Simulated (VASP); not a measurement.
Write the native input for VASP 6.6.1 that does the following.

```
Task                   : relaxation of cell and atoms
Functional             : r2SCAN
Potentials or basis    : VASP PAW PBE potentials, release 64 (Hf_pv)
Cutoff                 : 600 eV
k mesh                 : 12 × 12 × 8
Occupations            : gaussian, width 0.1 eV
Spin                   : no spin polarisation
Dipole correction      : no
Further INCAR settings : ALGO = Normal; EDIFF = 1e-06; IBRION = 2; EDIFFG = -0.02; NSW = 90; ISIF = 3
```

Hf:

```xyz
2
Lattice="3.1967 0.0000 0.0000 -1.5983 2.7684 0.0000 0.0000 0.0000 5.0578" Properties=species:S:1:pos:R:3 pbc="T T T"
Hf    0.0000    1.8456    1.2645
Hf    1.5984    0.9228    3.7934
```

The input as run:

POSCAR

```
Hf
1.0
    3.1967000000      0.0000000000      0.0000000000
   -1.5983500000      2.7684234083      0.0000000000
    0.0000000000      0.0000000000      5.0578000000
Hf
2
Direct
    0.3333333333      0.6666666667      0.2500000000
    0.6666666667      0.3333333333      0.7500000000
```

INCAR.step1

```
  PREC = Accurate
  ENCUT = 600
  ISMEAR = 0
  SIGMA = 0.1
  LREAL = False
  LASPH = True
  NELM = 60
  GGA = PE
  ALGO = Normal
  EDIFF = 1E-4
  LWAVE = True
  LCHARG = False
```

INCAR.step2

```
  PREC = Accurate
  ENCUT = 600
  EDIFF = 1E-6
  ISMEAR = 0
  SIGMA = 0.1
  LREAL = False
  LASPH = True
  NELM = 60
  ALGO = Normal
  ISIF = 3
  LWAVE = False
  LCHARG = False
  METAGGA = R2SCAN
  LMIXTAU = True
  IBRION = 2
  NSW = 90
  EDIFFG = -0.02
  ISTART = 1
```

KPOINTS

```
regular mesh
0
Gamma
  12 12 8
```

Potentials or basis: VASP PAW PBE potentials, release 64 (Hf_pv).

The run is started by

```console
$ cat potpaw_PBE.64/Hf_pv/POTCAR > POTCAR
$ cp INCAR.step1 INCAR
$ mpirun -np 1 vasp_std > vasp.out
$ cp INCAR.step2 INCAR
$ mpirun -np 1 vasp_std > vasp.out
```

Results of the run:

```
Relaxed volume                        : 22.24 Å³/atom
Relaxed cell                          : a = 3.192 Å, b = 3.192 Å, c = 5.043 Å, α = 90.00°, β = 90.00°, γ = 120.00°
Space group after relaxing (to 0.1 Å) : P6_3/mmc (No. 194)
Energy gained by relaxing             : 0.3 meV/atom
Ionic steps                           : 3
Pressure after relaxing               : 0.0 GPa
Band gap on the k mesh                : zero (bands 10 and 11 overlap by 1.69 eV)
```

Caveat: the PAW data sets were made with another functional, which shifts forces and pressure a little; spin-orbit coupling is left out, which moves the levels of the heavy elements.

Run time: 12 min on 1 thread of Intel(R) Xeon(R) Platinum 8375C CPU @ 2.90GHz (Ice Lake), with other jobs on the host, peak memory 0.23 GiB.
